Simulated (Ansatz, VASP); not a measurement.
One calculation of Se, two programs

```
CELL_PARAMETERS angstrom
2.69356 0.00000 0.00000
0.00000 2.69356 0.00000
0.00000 0.00000 2.69356
ATOMIC_POSITIONS crystal
Se 0.00000 0.00000 0.00000
```

Alike in both runs: task single point; functional LDA; k mesh 13 × 13 × 13; occupations fermi-dirac, width 0.1 eV; no spin polarisation.

|  | VASP | Ansatz |
| --- | --- | --- |
| version | VASP 6.6.1 | Ansatz 0.2.0 |
| potentials or method | VASP PAW LDA potentials, release 64 (Se), cutoff 520 eV | plane waves (420 eV) with PAW, scalar-relativistic |
| valence electrons in the cell | 6 | 16 |

|  | VASP | Ansatz | Ansatz less VASP |
| --- | --- | --- | --- |
| pressure (GPa) | 8.9 | 8.6 | -0.31 |

Ansatz warns that its potentials were made for another functional, while VASP's fit it. LDA's correlation is that of Perdew and Zunger in VASP and of Perdew and Wang (1992) in Ansatz. VASP's potentials hold 6 valence electrons a cell and Ansatz's 16, so a difference there can come from the potentials and not from the codes.
